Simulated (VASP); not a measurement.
Runs of VASP 6.6.1 on CrInF3. The structure is that of space group Pm-3m (No. 221), or close to it. The cells are those of the table. 

```csv
task,cell,k mesh,cutoff (eV),gap on the mesh (eV),pressure (GPa),moment (μB)
single point,"a = 4.242 Å, 5 atoms",10 × 10 × 10,520,none,-0.1,4.00
relaxation of cell and atoms,"relaxed from a = 3.973 Å, 5 atoms",4 × 4 × 4,600,none,0.2,4.00
single point,"a = 3.973 Å, 5 atoms",4 × 4 × 4,520,none,21.4,(a)
single point,"a = 4.244 Å, 5 atoms",4 × 4 × 4,520,none,-0.1,4.00
```

Alike in all rows: level PBE; potentials or basis VASP PAW PBE potentials, release 64 (Cr_pv, In_d, F); spin collinear, ferromagnetic start; smearing gaussian 0.1 eV.

Question: Estimate the missing entries.

Answer: (a) 3.91.

Caveats: some runs use coarse meshes; spin-orbit coupling is left out, which moves the levels of the heavy elements; a cell with one magnetic atom can't hold antiferromagnetic order, which such compounds often take; semilocal functionals often make such compounds metallic where correlation or magnetic order opens a gap, which also shifts bond lengths.

A k mesh can miss the band edges, and the runs leave out spin-orbit coupling on In.

A gap of «none» marks levels without a gap at the run's occupations.
